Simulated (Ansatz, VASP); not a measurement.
**TiSnTe3: VASP beside Ansatz**

```
Ti Sn Te
1.0
     5.60811    0.00000    0.00000
     0.00000    5.60811    0.00000
     0.00000    0.00000    5.60811
Ti Sn Te
1 1 3
Cartesian
  0.0000 0.0000 0.0000
  2.8041 2.8041 2.8041
  0.0000 2.8041 2.8041
  2.8041 2.8041 0.0000
  2.8041 0.0000 2.8041
```

Change from the starting cell: species swapped into the EuBPd3 type (Pm-3m, No. 221).

Alike in both runs: functional PBE; k mesh 4 × 4 × 4; occupations gaussian, width 0.1 eV; no spin polarisation.

Ansatz relaxed the structure, and its values are those at the end. VASP's run is a single point on that final structure, the one shown.

```csv
,VASP,Ansatz
version,VASP 6.6.1,Ansatz 0.2.0
potentials or method,"VASP PAW PBE potentials, release 64 (Ti_sv, Sn_d, Te), cutoff 520 eV","scalar-relativistic, plane waves, PAW"
valence electrons in the cell,44,74
```

```csv
,VASP,Ansatz,Ansatz less VASP
gap on the k mesh at the Fermi level (eV),none,none,-
pressure (GPa),0.0,0.0,-0.06
```

A gap of «none» marks a metal or a gap that the smearing closes. The functional is the same, so the differences come from potentials, cutoffs and numerics. VASP's potentials hold 44 valence electrons a cell and Ansatz's 74, so a difference there can come from the potentials and not from the codes.

Neither program's run includes spin-orbit coupling.
